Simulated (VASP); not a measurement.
Set up this calculation in VASP 6.6.1, as the native input.

```
Task                   : single point
Functional             : PBE
Potentials or basis    : VASP PAW PBE potentials, release 64 (In_d, P)
Cutoff                 : 500 eV
k mesh                 : 10 × 10 × 10
Occupations            : gaussian, width 0.01 eV
Spin                   : no spin polarisation
Dipole correction      : no
Further INCAR settings : ALGO = Normal; EDIFF = 1e-06; NBANDS = 16
```

The structure of InP (pbe) lies in POSCAR:

```
InP
1.0
    0.0000000000      2.9497573479      2.9497573479
    2.9497573479      0.0000000000      2.9497573479
    2.9497573479      2.9497573479      0.0000000000
In P
1 1
Direct
    0.0000000000      0.0000000000      0.0000000000
    0.2500000000      0.2500000000      0.2500000000
```

One way to write it, as run:

INCAR

```
SYSTEM = InP
ALGO     = Normal         ! electronic algorithm
EDIFF    = 1E-6           ! SCF threshold, eV
ENCUT    = 500            ! plane-wave cutoff, eV
GGA      = PE             ! functional
GGA_COMPAT= .False.      
ISIF     = 2              ! what is computed and relaxed
ISMEAR   = 0              ! smearing method
LASPH    = .True.         ! aspherical terms in the spheres
LCHARG   = .True.         ! write CHGCAR
LELF     = .True.         ! ELF
LREAL    = .False.        ! projectors in reciprocal space
LVHAR    = .True.       
LWAVE    = .False.        ! write WAVECAR
NBANDS   = 16             ! bands
NELM     = 120            ! most SCF steps
PREC     = Accurate       ! precision mode
SIGMA    = 0.01           ! smearing width, eV
```

KPOINTS

```
k-points
0
Gamma
  10 10 10
  0 0 0
```

Potentials or basis: VASP PAW PBE potentials, release 64 (In_d, P).

Launch:

```sh
$ cat potpaw_PBE.64/In_d/POTCAR potpaw_PBE.64/P/POTCAR > POTCAR
$ mpirun -np 1 vasp_std > vasp.out
```

Results of the run:

```
Pressure               : 1.9 GPa
Band gap on the k mesh : 0.61 eV, direct
```

Caveat: spin-orbit coupling is left out, which moves the levels of the heavy elements.

Wall time 61 s on 1 thread of Intel Xeon 8259CL, on a shared host, peak memory 0.19 GiB.
